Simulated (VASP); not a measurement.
SnSe:

```
Sn Se
1.0
     2.04297    1.17951    3.33586
    -2.04297    1.17951    3.33586
     0.00000   -2.35902    3.33586
Sn Se
1 1
Cartesian
  0.0000 0.0000 5.0038
  0.0000 0.0000 0.0000
```

- Program: VASP 6.6.1
- Task: relaxation of cell and atoms
- Functional: PBEsol
- Potentials or basis: VASP PAW PBE potentials, release 64 (Sn_d, Se)
- Cutoff: 600 eV
- k mesh: 8 × 8 × 8
- Occupations: gaussian, width 0.02 eV
- Spin: no spin polarisation

At the start: pressure 5.9 GPa; volume 24.12 Å³/atom.

Task: Where does the relaxation end?

Result: Over 3 steps the energy falls by 36.9 meV/atom and the volume is 26.29 Å³/atom (+9.0 %); space group Fm-3m (No. 225, to 0.1 Å) before and after.

The path:
| step | energy change (eV) | largest force (eV/Å) | pressure (GPa) | volume (Å³) |
| --- | --- | --- | --- | --- |
| 1 | 0.0000 | 0.0000 | 5.87 | 48.23 |
| 2 | -0.0603 | 0.0000 | -2.03 | 54.66 |
| 3 | -0.0739 | 0.0000 | 0.01 | 52.57 |

Final structure:
```xyz
2
Lattice="2.1025 1.2139 3.4331 -2.1025 1.2139 3.4331 0.0000 -2.4278 3.4331" Properties=species:S:1:pos:R:3 pbc="T T T"
Sn    0.0000    0.0000    5.1497
Se    0.0000    0.0000    0.0000
```

Caveat: the PAW data sets were made with another functional, which shifts forces and pressure a little.
